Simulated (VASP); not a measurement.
# TiO2 in VASP: further runs, part 2 of 2

VASP 6.6.1. The steps go on from the part before.

## (5) Single point, PBE+U (atoms shifted along a free coordinate)

Input file INCAR:

```
ALGO = Normal
EDIFF = 1E-7
ENCUT = 520
GGA = PE
ISIF = 2
ISMEAR = 0
LASPH = T
LCHARG = T
LDAU = T
LDAUJ = 0 0
LDAUL = 2 -1
LDAUPRINT = 1
LDAUTYPE = 2
LDAUU = 4 0
LELF = T
LMAXMIX = 4
LREAL = F
LVHAR = T
LWAVE = F
NBANDS = 33
NELM = 150
PREC = Accurate
SIGMA = 0.05
```

Input file KPOINTS:

```
k-points
0
Gamma
  6 6 6
```

Input file POSCAR:

```
TiO2
1.0
    2.6252399294     -2.6253128814     -0.0195896425
    2.6252399294      2.6253128814     -0.0195896425
   -2.5896256811      0.0000000000      4.7752202290
Ti O
2 4
Direct
    0.1250069486      0.8749930514      0.2500000000
    0.8749930514      0.1250069486      0.7500000000
    0.3271550908      0.0771783661      0.6543199035
    0.6728449092      0.9228216339      0.3456800965
    0.9228216339      0.6728449092      0.8456800965
    0.0771783661      0.3271550908      0.1543199035
```

Potentials or basis: VASP PAW PBE potentials, release 64 (Ti_sv, O).

On the command line:

```console
> cat potpaw_PBE.64/Ti_sv/POTCAR potpaw_PBE.64/O/POTCAR > POTCAR
> mpirun -np 1 vasp_std > vasp.out
```

OUTCAR:

```text
EDIFF = 1E-7
   ENCUT = 520
   GGA = PE
   ISIF = 2
   ISMEAR = 0
   LASPH = T
   LREAL = F
   NELM = 150
   PREC = Accurate

 ion  position               nearest neighbor table
   1  0.125  0.875  0.250-   4 1.91   6 1.91   4 1.91   6 1.91   3 1.92   5 1.92
   2  0.875  0.125  0.750-   3 1.91   5 1.91   5 1.91   3 1.91   6 1.92   4 1.92
   3  0.327  0.077  0.654-   2 1.91   2 1.91   1 1.92
   4  0.673  0.923  0.346-   1 1.91   1 1.91   2 1.92
   5  0.923  0.673  0.846-   2 1.91   2 1.91   1 1.92
   6  0.077  0.327  0.154-   1 1.91   1 1.91   2 1.92

  LATTYP: Found a base centered monoclinic cell.
 ALAT       =     5.2506260354
 B/A-ratio  =     0.9999999481
 C/A-ratio  =     1.0345830161
 COS(beta)  =    -0.4832630161

  Lattice vectors:

 A1 = (   2.6252399294,  -2.6253128814,  -0.0195896425)
 A2 = (   2.6252399294,   2.6253128814,  -0.0195896425)
 A3 = (  -2.5896256811,   0.0000000000,   4.7752202290)

Analysis of symmetry for initial positions (statically):
=====================================================================
 Subroutine PRICEL returns:
 Original cell was already a primitive cell.

 Routine SETGRP: Setting up the symmetry group for a
 base centered monoclinic supercell.

 Subroutine GETGRP returns: Found  4 space group operations
 (whereof  2 operations were pure point group operations)
 out of a pool of  4 trial point group operations.

The static configuration has the point symmetry S_2 .
 The point group associated with its full space group is C_2h.

Analysis of symmetry for dynamics (positions and initial velocities):
=====================================================================
 Subroutine PRICEL returns:
 Original cell was already a primitive cell.

 Routine SETGRP: Setting up the symmetry group for a
 base centered monoclinic supercell.

 Subroutine GETGRP returns: Found  4 space group operations
 (whereof  2 operations were pure point group operations)
 out of a pool of  4 trial point group operations.

The dynamic configuration has the point symmetry S_2 .
 The point group associated with its full space group is C_2h.

 Subroutine INISYM returns: Found  4 space group operations
 (whereof  2 operations are pure point group operations),
 and found     1 'primitive' translations

----------------------------------------------------------------------------------------
[... 168 lines left out ...]
  o =  0.1109  v =  0.0075  1.0000 -0.0000  0.0000  0.0000  0.0000  0.0000  0.0000  0.0000  0.0000      0.0000  0.0000  0.0000  0.0000  0.0000  0.0000  0.0000  0.0000  0.0000  0.0000
  o =  0.1109  v =  0.0000  0.0000  0.0000  0.0000  0.0000  0.0000  0.0000  0.0130 -0.9999 -0.0071      0.0000  0.0000  0.0000  0.0000  0.0000  0.0000  0.0000  0.0000  0.0000  0.0000
  o =  0.1109  v =  0.0000  0.0000  0.0130 -0.9999 -0.0071  0.0000  0.0000  0.0000  0.0000  0.0000      0.0000  0.0000  0.0000  0.0000  0.0000  0.0000  0.0000  0.0000  0.0000  0.0000
  o =  0.2598  v = -1.0000  0.0075  0.0000  0.0000  0.0000  0.0000  0.0000  0.0000  0.0000  0.0000      0.0000  0.0000  0.0000  0.0000  0.0000  0.0000  0.0000  0.0000  0.0000  0.0000
  o =  0.2598  v =  0.0000  0.0000  0.0000  0.0000  0.0000 -1.0000  0.0075  0.0000  0.0000  0.0000      0.0000  0.0000  0.0000  0.0000  0.0000  0.0000  0.0000  0.0000  0.0000  0.0000
  o =  0.2699  v = -0.0000 -0.0000 -0.9999 -0.0130 -0.0000  0.0000  0.0000  0.0000  0.0000  0.0000      0.0000  0.0000  0.0000  0.0000  0.0000  0.0000  0.0000  0.0000  0.0000  0.0000
  o =  0.2699  v =  0.0000  0.0000  0.0000  0.0000  0.0000 -0.0000 -0.0000 -0.9999 -0.0130 -0.0000      0.0000  0.0000  0.0000  0.0000  0.0000  0.0000  0.0000  0.0000  0.0000  0.0000

atom =   2  type =  1  l = 2

 onsite density matrix

spin component  1

  0.2598 -0.0011  0.0000 -0.0000 -0.0000
 -0.0011  0.1109  0.0000 -0.0000  0.0000
  0.0000  0.0000  0.2699  0.0021  0.0000
 -0.0000 -0.0000  0.0021  0.1109  0.0001
 -0.0000  0.0000  0.0000  0.0001  0.1033

spin component  2

  0.2598 -0.0011  0.0000 -0.0000 -0.0000
 -0.0011  0.1109  0.0000 -0.0000  0.0000
  0.0000  0.0000  0.2699  0.0021  0.0000
 -0.0000 -0.0000  0.0021  0.1109  0.0001
 -0.0000  0.0000  0.0000  0.0001  0.1033

 occupancies and eigenvectors

  o =  0.1033  v = -0.0000 -0.0000  0.0000 -0.0071  1.0000  0.0000  0.0000  0.0000  0.0000  0.0000      0.0000  0.0000  0.0000  0.0000  0.0000  0.0000  0.0000  0.0000  0.0000  0.0000
  o =  0.1033  v =  0.0000  0.0000  0.0000  0.0000  0.0000 -0.0000 -0.0000  0.0000 -0.0071  1.0000      0.0000  0.0000  0.0000  0.0000  0.0000  0.0000  0.0000  0.0000  0.0000  0.0000
  o =  0.1109  v =  0.0000  0.0000  0.0000  0.0000  0.0000  0.0075  1.0000 -0.0000  0.0000  0.0000      0.0000  0.0000  0.0000  0.0000  0.0000  0.0000  0.0000  0.0000  0.0000  0.0000
  o =  0.1109  v =  0.0075  1.0000 -0.0000  0.0000  0.0000  0.0000  0.0000  0.0000  0.0000  0.0000      0.0000  0.0000  0.0000  0.0000  0.0000  0.0000  0.0000  0.0000  0.0000  0.0000
  o =  0.1109  v =  0.0000  0.0000  0.0000  0.0000  0.0000  0.0000  0.0000  0.0130 -0.9999 -0.0071      0.0000  0.0000  0.0000  0.0000  0.0000  0.0000  0.0000  0.0000  0.0000  0.0000
  o =  0.1109  v =  0.0000  0.0000  0.0130 -0.9999 -0.0071  0.0000  0.0000  0.0000  0.0000  0.0000      0.0000  0.0000  0.0000  0.0000  0.0000  0.0000  0.0000  0.0000  0.0000  0.0000
  o =  0.2598  v = -1.0000  0.0075  0.0000  0.0000  0.0000  0.0000  0.0000  0.0000  0.0000  0.0000      0.0000  0.0000  0.0000  0.0000  0.0000  0.0000  0.0000  0.0000  0.0000  0.0000
  o =  0.2598  v =  0.0000  0.0000  0.0000  0.0000  0.0000 -1.0000  0.0075  0.0000  0.0000  0.0000      0.0000  0.0000  0.0000  0.0000  0.0000  0.0000  0.0000  0.0000  0.0000  0.0000
  o =  0.2699  v = -0.0000 -0.0000 -0.9999 -0.0130 -0.0000  0.0000  0.0000  0.0000  0.0000  0.0000      0.0000  0.0000  0.0000  0.0000  0.0000  0.0000  0.0000  0.0000  0.0000  0.0000
  o =  0.2699  v =  0.0000  0.0000  0.0000  0.0000  0.0000 -0.0000 -0.0000 -0.9999 -0.0130 -0.0000      0.0000  0.0000  0.0000  0.0000  0.0000  0.0000  0.0000  0.0000  0.0000  0.0000

 number of electron      48.0000007 magnetization

 Free energy of the ion-electron system (eV)
  ---------------------------------------------------
  ext. energy  EPLUGINS =         0.00000000
  ---------------------------------------------------
  free energy    TOTEN  =       -47.87464176 eV

  energy without entropy =      -47.87464176  energy(sigma->0) =      -47.87464176

 E-fermi :   4.2138     XC(G=0): -10.9198

 val. band max:        3.9343270217   @ k =   0.0000   0.0000   0.5000
 cond. band min:       6.9119493329   @ k =   0.0000   0.0000   0.0000
 fundamental gap:      2.9776223111
 Fermi energy:         4.2137953121

 k-point     1 :       0.0000    0.0000    0.0000
  band No.  band energies     occupation
      1     -53.0939      2.00000
      2     -53.0259      2.00000
      3     -29.5968      2.00000
      4     -29.2996      2.00000
      5     -29.2996      2.00000
      6     -29.2224      2.00000
[... 853 lines left out ...]
     32      10.7268      0.00000
     33      10.8370      0.00000

 [... further k-points ...]

------------------------ aborting loop because EDIFF is reached ----------------------------------------

  FORCE on cell =-STRESS in cart. coord.  units (eV):
  Direction    XX          YY          ZZ          XY          YZ          ZX
  --------------------------------------------------------------------------------------
  -------------------------------------------------------------------------------------
  Total       10.1620449     10.1620461     13.6006020      0.0000000      0.0000000      0.0253948
  in kB      248.3586249    248.3586541    332.3963662      0.0000000      0.0000000      0.6206438
  external PRESSURE =     276.3712151 kB  Pullay stress =       0.0000000 kB

 VOLUME and BASIS-vectors are now :
 -----------------------------------------------------------------------------
  energy-cutoff  :      520.00
  volume of cell :       65.56
      direct lattice vectors                 reciprocal lattice vectors
     2.625239929 -2.625312881 -0.019589643     0.191232644 -0.190453490  0.103706414
     2.625239929  2.625312881 -0.019589643     0.191232644  0.190453490  0.103706414
    -2.589625681  0.000000000  4.775220229     0.001569008  0.000000000  0.210265306

 POSITION                                       TOTAL-FORCE (eV/Angst)
 -----------------------------------------------------------------------------------
      1.97783      1.96895      1.17422        -0.000000     -0.000078      0.000000
      0.68302     -1.96895      3.56183        -0.000000      0.000078      0.000000
     -0.63297     -0.65627      3.11660         0.010270     -0.000063      1.310639
      3.29383      0.65627      1.61944        -0.010270      0.000063     -1.310639
      1.99901     -0.65627      4.00705        -0.010270     -0.000063     -1.310639
      0.66184      0.65627      0.72899         0.010270      0.000063      1.310639
 -----------------------------------------------------------------------------------
    total drift:                               -0.000000      0.000000      0.000000

  FREE ENERGIE OF THE ION-ELECTRON SYSTEM (eV)
  ---------------------------------------------------
  free  energy   TOTEN  =       -47.8746417614 eV

  energy  without entropy=      -47.8746417614  energy(sigma->0) =      -47.87464176
```

It took 68 s on 1 thread of Intel Xeon 6975P-C (Granite Rapids), shared host; peak memory 0.24 GiB.

Results:

```yaml
Free_energy: -47.8746 eV
Pressure: 27.6 GPa
Largest_force: 1.311 eV/Å
Band_gap_on_the_k_mesh: 2.98 eV (least direct gap 3.23 eV)
```

Forces on the atoms (eV/Å):
```
Ti   0.000  0.000  0.000
Ti   0.000  0.000  0.000
O    0.010  0.000  1.311
O   -0.010  0.000 -1.311
O   -0.010  0.000 -1.311
O    0.010  0.000  1.311
```

Stress tensor (GPa, compression positive):
```
24.84  0.00  0.06
 0.00 24.84  0.00
 0.06  0.00 33.24
```

Eigenvalues of the final occupation matrices:
```
    site  spin  trace               eigenvalues
site 1 d     1   0.85  0.10 0.11 0.11 0.26 0.27
site 1 d     2   0.85  0.10 0.11 0.11 0.26 0.27
site 2 d     1   0.85  0.10 0.11 0.11 0.26 0.27
site 2 d     2   0.85  0.10 0.11 0.11 0.26 0.27
```

Caveat: the cell differs from its parent crystal (atoms shifted along a free coordinate); the cell stands under pressure; forces of over 1 eV/Å act on the atoms, so gaps and moduli don't describe the material at rest.

## (6) Single point, PBE+U (atoms shifted along a free coordinate)

Input file INCAR:

```
  PREC = Accurate
  ENCUT = 520
  EDIFF = 1E-7
  ISMEAR = 0
  SIGMA = 0.05
  LREAL = False
  LASPH = True
  NELM = 150
  ALGO = Normal
  ISIF = 2
  LWAVE = False
  LCHARG = True
  LMAXMIX = 4
  LDAU = True
  LDAUTYPE = 2
  LDAUL = 2 -1
  LDAUU = 4 0
  LDAUJ = 0 0
  LDAUPRINT = 1
  GGA = PE
  LELF = True
  LVHAR = True
  NBANDS = 33
```

Input file KPOINTS:

```
regular mesh
0
Gamma
  6 6 6
```

Input file POSCAR:

```
TiO2
1.0
    2.7277841265     -2.7278599281     -0.0203548313
    2.7277841265      2.7278599281     -0.0203548313
   -2.6907787541      0.0000000000      4.9617445611
Ti O
2 4
Direct
    0.1250069486      0.8749930514      0.2500000000
    0.8749930514      0.1250069486      0.7500000000
    0.3179523568      0.0679756321      0.6359144355
    0.6820476432      0.9320243679      0.3640855645
    0.9320243679      0.6820476432      0.8640855645
    0.0679756321      0.3179523568      0.1359144355
```

Potentials or basis: VASP PAW PBE potentials, release 64 (Ti_sv, O).

On the command line:

```console
> cat potpaw_PBE.64/Ti_sv/POTCAR potpaw_PBE.64/O/POTCAR > POTCAR
> mpirun -np 1 vasp_std > vasp.out
```

Run time: 4.5 min. Hardware: 1 thread of Intel Xeon 8259CL, shared host; peak memory 0.27 GiB.

It converged, with:

- Free energy: -48.0239 eV
- Pressure: 6.2 GPa
- Largest force: 2.268 eV/Å
- Band gap on the k mesh: 2.72 eV (least direct gap 2.93 eV)

Forces on the atoms (eV/Å):
```
Ti   0.000  0.000  0.000
Ti   0.000  0.000  0.000
O    0.017  0.000  2.268
O   -0.017  0.000 -2.268
O   -0.017  0.000 -2.268
O    0.017  0.000  2.268
```

Stress tensor (GPa, compression positive):
```
-0.56  0.00  0.15
 0.00 -0.56  0.00
 0.15  0.00 19.66
```

Levels at points of the mesh, in eV from the valence-band top:
```tsv
k point	band 22	band 23	band 24	band 25	band 26	band 27
(0.00, 0.00, 0.00)	-0.51	-0.38	-0.38	2.72	3.39	4.63
(0.50, 0.00, 0.00)	-0.79	-0.78	-0.50	3.51	3.81	3.86
(0.50, 0.50, 0.00)	-1.63	-0.45	-0.45	3.54	3.54	3.96
(0.00, 0.00, 0.50)	-0.96	0.00	0.00	3.05	3.05	4.21
(0.50, 0.00, 0.50)	-0.79	-0.78	-0.50	3.51	3.81	3.86
(0.50, 0.50, 0.50)	-1.63	-0.45	-0.45	3.54	3.54	3.96
```

Eigenvalues of the final occupation matrices:
```csv
site,spin,trace,eigenvalues
site 1 d,1,0.80,0.08 0.11 0.11 0.22 0.28
site 1 d,2,0.80,0.08 0.11 0.11 0.22 0.28
site 2 d,1,0.80,0.08 0.11 0.11 0.22 0.28
site 2 d,2,0.80,0.08 0.11 0.11 0.22 0.28
```

Caveat: the cell differs from its parent crystal (atoms shifted along a free coordinate); the cell stands under pressure; forces of over 1 eV/Å act on the atoms, so gaps and moduli don't describe the material at rest. A k mesh can miss the band edges.

## (7) The runs side by side

```csv
cell,gap on the mesh (eV),pressure (GPa),largest force (eV/Å)
"a = 3.734, b = 3.734, c = 5.464 Å, angles 110.0, 110.0, 90.0°, 6 atoms, atomic positions A",2.95,25.0,1.86
"a = 3.713, b = 3.713, c = 5.432 Å, angles 110.0, 110.0, 90.0°, 6 atoms, atomic positions B",2.98,33.3,2.86
"a = 3.713, b = 3.713, c = 5.432 Å, angles 110.0, 110.0, 90.0°, 6 atoms, atomic positions C",2.32,19.9,1.37
"a = 3.713, b = 3.713, c = 5.432 Å, angles 110.0, 110.0, 90.0°, 6 atoms, atomic positions D",2.98,27.6,1.31
"a = 3.858, b = 3.858, c = 5.644 Å, angles 110.0, 110.0, 90.0°, 6 atoms, atomic positions E",2.72,6.2,2.27
```

Alike in all rows: task single point; level PBE+U; potentials or basis VASP PAW PBE potentials, release 64 (Ti_sv, O); no spin polarisation; Ti d U = 4.0 eV; k mesh 6 × 6 × 6; cutoff (eV) 520; smearing gaussian 0.05 eV.

Caveats: the cell stands under pressure; forces of over 1 eV/Å act on the atoms, so gaps and moduli don't describe the material at rest.

Total energies depend on the potentials used, so only differences within one code and one set of settings carry meaning.
